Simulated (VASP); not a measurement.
**CdSe: single point with PBE**

Crystal: CdSe.

```
Cd Se
1.0
    -0.11356    3.56318    3.09841
     3.09841   -0.11356    3.09841
     2.98486    3.44962    0.00000
Cd Se
1 1
Direct
  0.00000 0.00000 0.00000
  0.75000 0.75000 0.75000
```

This cell differs from its parent crystal: engineering shear strain xz -0.0733, normal strain along z +0.1500.

```
Program             : VASP 6.6.1
Task                : single point
Functional          : PBE
Potentials or basis : VASP PAW PBE potentials, release 64 (Cd, Se)
Cutoff              : 520 eV
k mesh              : 10 × 10 × 10
Occupations         : gaussian, width 0.05 eV
Spin                : no spin polarisation
```

```json
{"Pressure": "-4.4 GPa", "Largest force": "0.067 eV/Å", "Band gap on the k mesh": "0.16 eV, direct"}
```

Forces in eV/Å, atoms in the order of the input:
```
Cd   0.000  0.000  0.067
Se   0.000  0.000 -0.067
```

Stress tensor (GPa, compression positive):
```
-3.19  1.19  0.00
 1.19 -6.61  0.00
 0.00  0.00 -3.27
```

Levels at points of the mesh, in eV from the valence-band top:
```
           k point  band 6  band 7  band 8  band 9  band 10  band 11  band 12  band 13
(0.00, 0.00, 0.00)   -7.44   -0.45   -0.21    0.00     0.16     5.50     5.78     6.15
(0.50, 0.00, 0.00)   -7.29   -3.47   -0.82   -0.32     1.96     5.89     6.51     6.69
(0.50, 0.50, 0.00)   -7.20   -3.18   -1.69   -1.36     2.81     3.38     8.09     8.35
(0.00, 0.00, 0.50)   -7.26   -3.54   -1.00   -0.45     1.74     5.78     6.59     6.83
(0.50, 0.00, 0.50)   -7.32   -3.81   -1.08   -1.07     3.54     3.84     7.45     8.92
(0.00, 0.50, 0.50)   -7.19   -3.19   -1.59   -1.47     2.96     3.19     7.78     8.70
```

It took 4 min on 1 thread of AMD EPYC 7R43 64-Core Processor (Zen 3), with other jobs on the host, peak memory 0.42 GiB.

Caveat: the cell differs from its parent crystal (engineering shear strain xz -0.0733, normal strain along z +0.1500).
